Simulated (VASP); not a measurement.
A run of VASP 6.6.1 is set up as follows.

File INCAR:

```
SYSTEM = Ba3Ca4O7
ALGO = Normal
EDIFF = 1E-6
ENCUT = 520
GGA = PE
ISIF = 2
ISMEAR = -1
ISYM = 0
LASPH = .True.
LCHARG = .True.
LELF = .True.
LREAL = .False.
LVHAR = .True.
LWAVE = .False.
NBANDS = 69
NELM = 100
PREC = Accurate
SIGMA = 0.293
```

Contents of KPOINTS:

```
k-points
0
Gamma
  1 1 1
  0 0 0
```

POSCAR

```
Ba3Ca4O7
1.0
    6.1422690000      0.0463550000      0.2046950000
    0.0463550000      6.1618090000      0.0560510000
    0.2046950000      0.0560510000      6.1205050000
Ba O Ca
3 7 4
Direct
    0.8105125149      0.8588710783      0.6543889038
    0.2889836484      0.5073658065      0.6427355474
    0.3922587979      0.8692151688      0.2590853542
    0.1647498090      0.2390303050      0.9878849295
    0.0362301748      0.4916635138      0.3038640819
    0.5775430706      0.5710199029      0.3809104942
    0.1478596619      0.9642978447      0.5281230892
    0.5120838351      0.1754162621      0.4966164953
    0.6935724985      0.1043378904      0.0062852549
    0.5374521869      0.6704577882      0.8708420947
    0.4562261094      0.3141815246      0.2254213677
    0.9429270432      0.1855939321      0.2904186539
    0.8402792907      0.7218390287      0.1655033745
    0.3355881330      0.0393844059      0.7769107699
```

Potentials or basis: VASP PAW PBE potentials, release 64 (Ba_sv, O, Ca_sv).

Launch:

```sh
$ cat potpaw_PBE.64/Ba_sv/POTCAR potpaw_PBE.64/O/POTCAR potpaw_PBE.64/Ca_sv/POTCAR > POTCAR
$ mpirun -np 1 vasp_gam > vasp.out
```

Problem. Estimate the pressure.

Solution. 23.8 GPa.

Problem. Estimate the largest force.

Solution. 6.262 eV/Å.

Forces in eV/Å, atoms in the order of the input:
```
Ba  -2.725  0.004  1.210
Ba  -1.553 -0.412  2.820
Ba   0.134 -0.592 -3.619
O   -0.013 -0.339  0.952
O    1.177  2.094  0.829
O    2.743  1.714 -0.084
O   -1.649  0.303 -0.430
O    2.137 -2.506  2.709
O    0.213 -0.882  1.066
O   -0.273  0.073  1.645
Ca  -1.172  1.911 -5.847
Ca  -0.950  0.699 -1.624
Ca  -0.239 -0.993 -1.030
Ca   2.170 -1.073  1.404
```

Caveat: the k points lie up to 1.03 Å⁻¹ apart.
